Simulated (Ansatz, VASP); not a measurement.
# ScTi3N3 in VASP and in Ansatz

INCAR

```
SYSTEM = ScTi3N3
PREC     = Accurate       ! precision mode
ENCUT    = 600            ! plane-wave cutoff, eV
EDIFF    = 1E-7           ! SCF threshold, eV
ISMEAR   = 0              ! smearing method
SIGMA    = 0.15           ! smearing width, eV
LREAL    = .FALSE.        ! projectors in reciprocal space
LASPH    = .TRUE.         ! aspherical terms in the spheres
NELM     = 150            ! most SCF steps
ALGO     = Normal         ! electronic algorithm
ISIF     = 3              ! what is computed and relaxed
LWAVE    = .FALSE.        ! write WAVECAR
LCHARG   = .FALSE.        ! write CHGCAR
ISPIN    = 2              ! spin polarisation
MAGMOM   = 0 1 1 1 0 0 0  ! initial moments
LORBIT   = 11             ! projections on sites
LMAXMIX  = 4              ! l up to which the mixer works
GGA      = PE             ! functional
IBRION   = 2              ! ionic algorithm
NSW      = 36             ! ionic steps
EDIFFG   = -0.08          ! ionic threshold
```

Contents of KPOINTS:

```
Automatic mesh
0
G
  4 4 2
  0 0 0
```

The input POSCAR:

```
ScTi3N3
1.0
    3.1000000000      0.0000000000      0.0000000000
    0.0000000000      3.1000000000      0.0000000000
    0.0000000000      0.0000000000      8.8500000000
Sc Ti N
1 3 3
Direct
    0.0000000000      0.0000000000      0.0000000000
    0.5000000000      0.5000000000      0.7500000000
    0.0000000000      0.0000000000      0.5000000000
    0.5000000000      0.5000000000      0.2500000000
    0.0000000000      0.0000000000      0.7500000000
    0.5000000000      0.5000000000      0.0000000000
    0.0000000000      0.0000000000      0.2500000000
```

Input for Ansatz:

```yaml
crystal:
  lattice:
    - [3.1, 0.0, 0.0]
    - [0.0, 3.1, 0.0]
    - [0.0, 0.0, 8.85]
  atoms:
    - { symbol: Sc, position: [0.0, 0.0, 0.0] }
    - { symbol: Ti, position: [0.5, 0.5, 0.75], spin: 1.0 }
    - { symbol: Ti, position: [0.0, 0.0, 0.5], spin: 1.0 }
    - { symbol: Ti, position: [0.5, 0.5, 0.25], spin: 1.0 }
    - { symbol: "N", position: [0.0, 0.0, 0.75] }
    - { symbol: "N", position: [0.5, 0.5, 0.0] }
    - { symbol: "N", position: [0.0, 0.0, 0.25] }
basis:
  ecutwfc: 420
kpoints:
  mp_grid: { grid: [4, 4, 2] }
hamiltonian:
  xc: pbe
scf:
  occupations: { method: gaussian, width: 0.15 }
  lower_state_search: "off"
output:
  forces: true
  stress: true
  eigenvalues: true
  populations: true
magnetization:
  spin_polarized: true
relax:
  adjacent_minimum: "off"
  f_tol: 0.08
  max_steps: 16
  cell: { stress_tol: 0.8 }
```

Change from the starting cell: built by hand: Layered tetragonal rocksalt with (001) vacancies (P4/mmm, No. 123).

Alike in both runs: task relaxation of cell and atoms; functional PBE; k mesh 4 × 4 × 2; occupations gaussian, width 0.15 eV; collinear spin.

|  | VASP | Ansatz |
| --- | --- | --- |
| version | VASP 6.6.1 | Ansatz 0.2.0 |
| potentials or method | VASP PAW PBE potentials, release 64 (Sc_sv, Ti_sv, N), cutoff 600 eV | scalar-relativistic, plane waves, PAW |
| valence electrons in the cell | 62 | 62 |

|  | VASP | Ansatz | Ansatz less VASP |
| --- | --- | --- | --- |
| gap on the k mesh at the Fermi level, each at its own relaxed structure (eV) | none | none | - |
| net moment per atom (μB) | 0.00 | 0.00 | 0.000 |
| relaxed volume (Å³/atom) | 11.41 | 11.40 | -0.019 |
| relaxed cell length with the largest relative difference (Å) | 8.548 | 8.542 | -0.0061 |

A gap of «none» marks a metal or a gap that the smearing closes. Ansatz's warnings: seeded moment not kept.

The k mesh is coarse, so the values compare programs but aren't converged.
